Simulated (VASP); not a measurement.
Input of a VASP 6.6.1 run:

File INCAR:

```
SYSTEM = TaBi
PREC = Accurate
ENCUT = 520
EDIFF = 1E-6
ISMEAR = -1
SIGMA = 0.1
LREAL = .FALSE.
LASPH = .TRUE.
NELM = 80
ALGO = Normal
ISIF = 2
LWAVE = .FALSE.
LCHARG = .FALSE.
GGA = PE
NBANDS = 20
```

KPOINTS

```
regular mesh
0
G
  14 14 12
  0 0 0
```

Contents of POSCAR:

```
TaBi
1.0
    2.7934215666      0.0000000000      0.0000000000
   -1.3967107833      2.4191740401      0.0000000000
    0.0000000000      0.0000000000      3.9267667070
Ta Bi
1 1
Direct
    0.0000000000      0.0000000000      0.0000000000
    0.3333333333      0.6666666667      0.5000000000
```

Potentials or basis: VASP PAW PBE potentials, release 64 (Ta_pv, Bi_d).

The run is started by

```console
$ cat potpaw_PBE.64/Ta_pv/POTCAR potpaw_PBE.64/Bi_d/POTCAR > POTCAR
$ mpirun -np 1 vasp_std > vasp.out
```

Question: What does it give for the band gap on the k mesh?

Answer: Zero (band 13 reaches 18.24 eV, above the bottom of band 14 at 15.11 eV).

Question: Estimate the pressure.

Answer: 201.3 GPa.

Stress tensor (GPa, compression positive):
```
201.17   0.00   0.00
  0.00 201.17   0.00
  0.00   0.00 201.55
```

Caveat: spin-orbit coupling is left out, which moves the levels of the heavy elements.
